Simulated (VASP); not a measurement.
# Be (P6_3/mmc) in VASP: a series of runs

Be is run at these levels: PBEsol; tasks: relaxation of cell and atoms.

Everything below comes from runs of VASP 6.6.1. Logs are shortened: lines on timing, memory, paths and dates and some standing lists are left out, and cuts for length are marked.

**1. The cell of the first run**

Symmetry: P6_3/mmc, No. 194, hexagonal system. Conventional cell: a = 1.662 Å, b = 1.662 Å, c = 2.693 Å, α = 90.00°, β = 90.00°, γ = 120.00°. Be (site symmetry -6m2) has 12 Be at 1.65 to 1.66 Å within 2.2 Å.

**2. Relaxation of cell and atoms, PBEsol, target pressure 470 GPa, at which the enthalpy is minimised**

The input, INCAR:

```
PREC = Accurate
ENCUT = 600
EDIFF = 1E-6
ISMEAR = -1
SIGMA = 0.05
LREAL = False
LASPH = True
NELM = 80
ALGO = Normal
ISIF = 3
LWAVE = False
LCHARG = False
GGA = PS
IBRION = 2
NSW = 60
EDIFFG = -0.005
PSTRESS = 4700.0
```

The input, KPOINTS:

```
Automatic mesh
0
Gamma
  26 26 14
```

The input, POSCAR:

```
Be
1.0
    1.6621852092      0.0000000000      0.0000000000
   -0.8310926046      1.4394946169      0.0000000000
    0.0000000000      0.0000000000      2.6927400388
Be
2
Direct
    0.3333333333      0.6666666667      0.2500000000
    0.6666666667      0.3333333333      0.7500000000
```

Potentials or basis: VASP PAW PBE potentials, release 64 (Be).

The run is started by

```sh
> cat potpaw_PBE.64/Be/POTCAR > POTCAR
> mpirun -np 1 vasp_std > vasp.out
```

OUTCAR:

```text
PREC = Accurate
   ENCUT = 600
   EDIFF = 1E-6
   ISMEAR = -1
   LREAL = False
   LASPH = True
   NELM = 80
   ISIF = 3
   GGA = PS
   IBRION = 2
   NSW = 60
   EDIFFG = -0.005
   PSTRESS = 4700.0

 ion  position               nearest neighbor table
   1  0.333  0.667  0.250-   2 1.65   2 1.65   2 1.65   2 1.65   2 1.65   2 1.65   2 2.34   2 2.34
                             2 2.34   2 2.34   2 2.34   2 2.34
   2  0.667  0.333  0.750-   1 1.65   1 1.65   1 1.65   1 1.65   1 1.65   1 1.65   1 2.34   1 2.34
                             1 2.34   1 2.34   1 2.34   1 2.34

  LATTYP: Found a hexagonal cell.
 ALAT       =     1.6621852092
 C/A-ratio  =     1.6199999999

  Lattice vectors:

 A1 = (   1.6621852092,   0.0000000000,   0.0000000000)
 A2 = (  -0.8310926046,   1.4394946169,   0.0000000000)
 A3 = (   0.0000000000,   0.0000000000,   2.6927400388)

Analysis of symmetry for initial positions (statically):
=====================================================================
 Subroutine PRICEL returns:
 Original cell was already a primitive cell.

 Routine SETGRP: Setting up the symmetry group for a
 hexagonal supercell.

 Subroutine GETGRP returns: Found 24 space group operations
 (whereof 12 operations were pure point group operations)
 out of a pool of 24 trial point group operations.

The static configuration has the point symmetry D_3d.
 The point group associated with its full space group is D_6h.

Analysis of symmetry for dynamics (positions and initial velocities):
=====================================================================
 Subroutine PRICEL returns:
 Original cell was already a primitive cell.

 Routine SETGRP: Setting up the symmetry group for a
 hexagonal supercell.

 Subroutine GETGRP returns: Found 24 space group operations
 (whereof 12 operations were pure point group operations)
 out of a pool of 24 trial point group operations.

The dynamic configuration has the point symmetry D_3d.
 The point group associated with its full space group is D_6h.

 Subroutine INISYM returns: Found 24 space group operations
 (whereof 12 operations are pure point group operations),
 and found     1 'primitive' translations

----------------------------------------------------------------------------------------

                                     Primitive cell

  volume of cell :       6.4429

[... 96 lines left out ...]
   POTIM  = 0.5000    time-step for ionic-motion
   TEBEG  =    0.0;   TEEND  =   0.0 temperature during run
   PSTRESS= 4700.0 pullay stress
   NELECT =       4.0000    total number of electrons
   NUPDOWN=      -1.0000    fix difference up-down
   EMIN   =  10.00;   EMAX   =-10.00  energy-range for DOS
   EFERMI =   0.00;   METHOD = LEGACY
   ISMEAR =    -1;   SIGMA  =   0.05  broadening in eV -4-tet -1-fermi 0-gaus
   EFERMI_NEDOS =   21; number of points for ismear=-14 and -15
   IALGO  =     38    algorithm
   IMIX   =      4    mixing-type and parameters
     AMIX     =   0.40;   BMIX     =  1.00
     AMIX_MAG =   1.60;   BMIX_MAG =  1.00
  volume/ion in A,a.u.               =       3.22        21.74
  Fermi-wavevector in a.u.,A,eV,Ry     =   1.396583  2.639160 26.537417  1.950445
  Thomas-Fermi vector in A             =   2.519923
   LORBIT       =      0    0 simple, 1 ext, 2 COOP (PROOUT), +10 PAW based schemes
   GGA     = PS    functional components
   LHFCALC =     F    Hartree Fock is set to
   AEXX    =    0.0000 exact exchange contribution
   IVDW    =     0    specifies the selected vdW correction
   LEPSILON=     F    determine dielectric tensor
   LRPA    =     F    only Hartree local field effects (RPA)
 conjugate gradient relaxation of ions
 non-spin polarized calculation
  energy-cutoff  :      600.00
  volume of cell :        6.44
 maximum number of plane-waves:       233
 NGX is ok and might be reduce to    14
   NGX =  7   NGY =  7   NGZ = 11

--------------------------------------- Ionic step        1  -------------------------------------------

 number of electron       4.0000000 magnetization

 Free energy of the ion-electron system (eV)
  ---------------------------------------------------
  ext. energy  EPLUGINS =         0.00000000
  ---------------------------------------------------
  free energy    TOTEN  =        -0.82429257 eV

  energy without entropy =       -0.82364273  energy(sigma->0) =       -0.82396765

------------------------ aborting loop because EDIFF is reached ----------------------------------------

  FORCE on cell =-STRESS in cart. coord.  units (eV):
  Direction    XX          YY          ZZ          XY          YZ          ZX
  --------------------------------------------------------------------------------------
  -------------------------------------------------------------------------------------
  Total       19.4044245     19.4044245     19.3372988      0.0000000      0.0000000      0.0000000
  in kB     4825.3349321   4825.3349317   4808.6426357      0.0000000      0.0000000      0.0000000
  external PRESSURE =     119.7708332 kB  Pullay stress =    4700.0000000 kB
[... 177 lines left out ...]
--------------------------------------- Ionic step        6  -------------------------------------------

 number of electron       4.0000000 magnetization

 Free energy of the ion-electron system (eV)
  ---------------------------------------------------
  ext. energy  EPLUGINS =         0.00000000
  ---------------------------------------------------
  free energy    TOTEN  =        -0.99623060 eV

  energy without entropy =       -0.99559329  energy(sigma->0) =       -0.99591194

 E-fermi :  16.8125     XC(G=0): -13.9517

 val. band max:       16.7503981115   @ k =   0.3077   0.1923   0.0000
 cond. band min:      16.8146383351   @ k =   0.2308   0.2308   0.0714
 fundamental gap:      0.0642402236
 Fermi energy:        16.8125170542

 k-point     1 :       0.0000    0.0000    0.0000
  band No.  band energies     occupation
      1       1.3061      2.00000
      2       7.5959      2.00000
      3      22.9009      0.00000
      4      49.4386      0.00000
      5      49.4386      0.00000
      6      54.3102      0.00000
[... 199 lines left out ...]
 k-point    24 :       0.3846    0.0385    0.0000
  band No.  band energies     occupation
      1       6.2719      2.00000
      2      15.2670      2.00000
      3      19.0452      0.00000
      4      31.5401      0.00000
      5      33.1214      0.00000
      6      35.1315      0.00000

 [... further k-points ...]

------------------------ aborting loop because EDIFF is reached ----------------------------------------

  FORCE on cell =-STRESS in cart. coord.  units (eV):
  Direction    XX          YY          ZZ          XY          YZ          ZX
  --------------------------------------------------------------------------------------
  -------------------------------------------------------------------------------------
  Total       19.0755674     19.0755674     19.0757280      0.0000000      0.0000000      0.0000000
  in kB     4701.3339179   4701.3339172   4701.3734987      0.0000000      0.0000000      0.0000000
  external PRESSURE =       1.3471113 kB  Pullay stress =    4700.0000000 kB
[... 21 lines left out ...]
  energy  without entropy=       -0.9955932912  energy(sigma->0) =       -0.99591194

  enthalpy is  TOTEN    =        18.0739244855 eV   P V=       19.0701550826

 reached required accuracy - stopping structural energy minimisation
```

CONTCAR:

```text
Be
   1.00000000000000
     1.6677148775853190    0.0000000000000000    0.0000000000000000
    -0.8338574387926595    1.4442834501450630   -0.0000000000000000
     0.0000000000000000    0.0000000000000000    2.6989367781861233
  Be
     2
Direct
     0.3333333332999970    0.6666666667000030    0.2500000000000000
     0.6666666667000030    0.3333333332999970    0.7500000000000000

  0.00000000E+00  0.00000000E+00  0.00000000E+00
  0.00000000E+00  0.00000000E+00  0.00000000E+00
```

It took 60 s on 1 thread of Intel Xeon 8259CL, shared host; peak memory 0.14 GiB.

Results:

```
Free energy                                                : -0.9962 eV
Relaxed volume                                             : 3.25 Å³/atom
Relaxed cell                                               : a = 1.668 Å, b = 1.668 Å, c = 2.699 Å, α = 90.00°, β = 90.00°, γ = 120.00°
Space group after relaxing (to 0.1 Å)                      : P6_3/mmc (No. 194)
Energy change on relaxing (the run minimises the enthalpy) : -86.0 meV/atom
Ionic steps                                                : 6
Pressure after relaxing                                    : 470.1 GPa
Band gap on the k mesh                                     : zero (bands 2 and 3 overlap by 2.78 eV)
```

The path:
```tsv
step	energy change (eV)	largest force (eV/Å)	pressure (GPa)	volume (Å³)
1	0.0000	0.0000	481.98	6.44
2	-0.6512	0.0000	437.36	6.67
3	-0.1757	0.0000	469.86	6.50
4	-0.1722	0.0000	470.10	6.50
5	-0.1718	0.0000	470.16	6.50
6	-0.1719	0.0000	470.13	6.50
```

Final structure:
```
CELL_PARAMETERS angstrom
1.66771 0.00000 0.00000
-0.83386 1.44428 0.00000
0.00000 0.00000 2.69894
ATOMIC_POSITIONS crystal
Be 0.33333 0.66667 0.25000
Be 0.66667 0.33333 0.75000
```

Caveat: the cell is relaxed towards a set pressure, so the run minimises the enthalpy, not the energy; the PAW data sets were made with another functional, which shifts forces and pressure a little.

**3. Relaxation of cell and atoms, PBEsol, target pressure 470 GPa, at which the enthalpy is minimised**

This run uses another cell than the first one, of 3.24 Å³/atom.

The input, INCAR:

```
SYSTEM = Be
  ALGO = Normal
  EDIFF = 1E-6
  EDIFFG = -0.005
  ENCUT = 600
  GGA = PS
  IBRION = 2
  ISIF = 3
  ISMEAR = -1
  LASPH = .TRUE.
  LCHARG = .FALSE.
  LREAL = .FALSE.
  LWAVE = .FALSE.
  NELM = 100
  NSW = 32
  PREC = Accurate
  PSTRESS = 4700.0
  SIGMA = 0.05
```

The input, KPOINTS:

```
k-points
0
G
  26 26 14
  0 0 0
```

The input, POSCAR:

```
Be
1.0
    1.6652429760      0.0000000000      0.0000000000
   -0.8326214880      1.4421427207      0.0000000000
    0.0000000000      0.0000000000      2.6951670110
Be
2
Direct
    0.3333333333      0.6666666667      0.2500000000
    0.6666666667      0.3333333333      0.7500000000
```

Potentials or basis: VASP PAW PBE potentials, release 64 (Be).

The run is started by

```sh
> cat potpaw_PBE.64/Be/POTCAR > POTCAR
> mpirun -np 1 vasp_std > vasp.out
```

OUTCAR:

```text
SYSTEM = Be
   EDIFF = 1E-6
   EDIFFG = -0.005
   ENCUT = 600
   GGA = PS
   IBRION = 2
   ISIF = 3
   ISMEAR = -1
   LASPH = .TRUE.
   LREAL = .FALSE.
   NELM = 100
   NSW = 32
   PREC = Accurate
   PSTRESS = 4700.0

 ion  position               nearest neighbor table
   1  0.333  0.667  0.250-   2 1.66   2 1.66   2 1.66   2 1.66   2 1.66   2 1.66   2 2.35   2 2.35
                             2 2.35   2 2.35   2 2.35   2 2.35
   2  0.667  0.333  0.750-   1 1.66   1 1.66   1 1.66   1 1.66   1 1.66   1 1.66   1 2.35   1 2.35
                             1 2.35   1 2.35   1 2.35   1 2.35

  LATTYP: Found a hexagonal cell.
 ALAT       =     1.6652429760
 C/A-ratio  =     1.6184827379

  Lattice vectors:

 A1 = (   1.6652429760,   0.0000000000,   0.0000000000)
 A2 = (  -0.8326214880,   1.4421427207,   0.0000000000)
 A3 = (   0.0000000000,   0.0000000000,   2.6951670110)

Analysis of symmetry for initial positions (statically):
=====================================================================
 Subroutine PRICEL returns:
 Original cell was already a primitive cell.

 Routine SETGRP: Setting up the symmetry group for a
 hexagonal supercell.
[... 177 lines left out ...]
  -------------------------------------------------------------------------------------
  Total       19.2247585     19.2247585     19.2261699      0.0000000      0.0000000      0.0000000
  in kB     4758.8272653   4758.8272653   4759.1766297      0.0000000      0.0000000      0.0000000
  external PRESSURE =      58.9437201 kB  Pullay stress =    4700.0000000 kB
[... 63 lines left out ...]
--------------------------------------- Ionic step        3  -------------------------------------------

 number of electron       4.0000000 magnetization

 Free energy of the ion-electron system (eV)
  ---------------------------------------------------
  ext. energy  EPLUGINS =         0.00000000
  ---------------------------------------------------
  free energy    TOTEN  =        -0.99810181 eV

  energy without entropy =       -0.99746362  energy(sigma->0) =       -0.99778271

 E-fermi :  16.8114     XC(G=0): -13.9512

 val. band max:       16.7492303192   @ k =   0.3077   0.1923   0.0000
 cond. band min:      16.8128644971   @ k =   0.2308   0.2308   0.0714
 fundamental gap:      0.0636341779
 Fermi energy:        16.8113512251

 k-point     1 :       0.0000    0.0000    0.0000
  band No.  band energies     occupation
      1       1.3050      2.00000
      2       7.5934      2.00000
      3      22.8969      0.00000
      4      49.4387      0.00000
      5      49.4387      0.00000
      6      54.3095      0.00000
[... 199 lines left out ...]
 k-point    24 :       0.3846    0.0385    0.0000
  band No.  band energies     occupation
      1       6.2714      2.00000
      2      15.2657      2.00000
      3      19.0427      0.00000
      4      31.5373      0.00000
      5      33.1187      0.00000
      6      35.1302      0.00000

 [... further k-points ...]

------------------------ aborting loop because EDIFF is reached ----------------------------------------

  FORCE on cell =-STRESS in cart. coord.  units (eV):
  Direction    XX          YY          ZZ          XY          YZ          ZX
  --------------------------------------------------------------------------------------
  -------------------------------------------------------------------------------------
  Total       19.0746307     19.0746307     19.0667236     -0.0000000      0.0000000      0.0000000
  in kB     4700.6438533   4700.6438533   4698.6952614     -0.0000000      0.0000000      0.0000000
  external PRESSURE =      -0.0056773 kB  Pullay stress =    4700.0000000 kB
[... 21 lines left out ...]
  energy  without entropy=       -0.9974636211  energy(sigma->0) =       -0.99778271

  enthalpy is  TOTEN    =        18.0739162435 eV   P V=       19.0720180502

 reached required accuracy - stopping structural energy minimisation
```

It took 42 s on 1 thread of Intel Xeon 8259CL, shared host; peak memory 0.14 GiB.

What came out:

| Item | Value |
| --- | --- |
| Free energy | -0.9981 eV |
| Relaxed volume | 3.25 Å³/atom |
| Relaxed cell | a = 1.668 Å, b = 1.668 Å, c = 2.699 Å, α = 90.00°, β = 90.00°, γ = 120.00° |
| Space group after relaxing (to 0.1 Å) | P6_3/mmc (No. 194) |
| Energy change on relaxing (the run minimises the enthalpy) | -42.7 meV/atom |
| Ionic steps | 3 |
| Pressure after relaxing | 470.0 GPa |
| Band gap on the k mesh | zero (bands 2 and 3 overlap by 2.78 eV) |

Stress tensor (GPa, compression positive):
```
470.06   0.00   0.00
  0.00 470.06   0.00
  0.00   0.00 469.87
```

Step by step:
```csv
step,energy change (eV),largest force (eV/Å),pressure (GPa),volume (Å³)
1,0.0000,0.0000,475.89,6.47
2,-0.3253,0.0000,453.54,6.58
3,-0.0854,0.0000,470.00,6.50
```

Final structure:
```
CELL_PARAMETERS angstrom
1.66772 0.00000 0.00000
-0.83386 1.44429 0.00000
0.00000 0.00000 2.69919
ATOMIC_POSITIONS crystal
Be 0.33333 0.66667 0.25000
Be 0.66667 0.33333 0.75000
```

Caveat: the cell is relaxed towards a set pressure, so the run minimises the enthalpy, not the energy; the PAW data sets were made with another functional, which shifts forces and pressure a little.
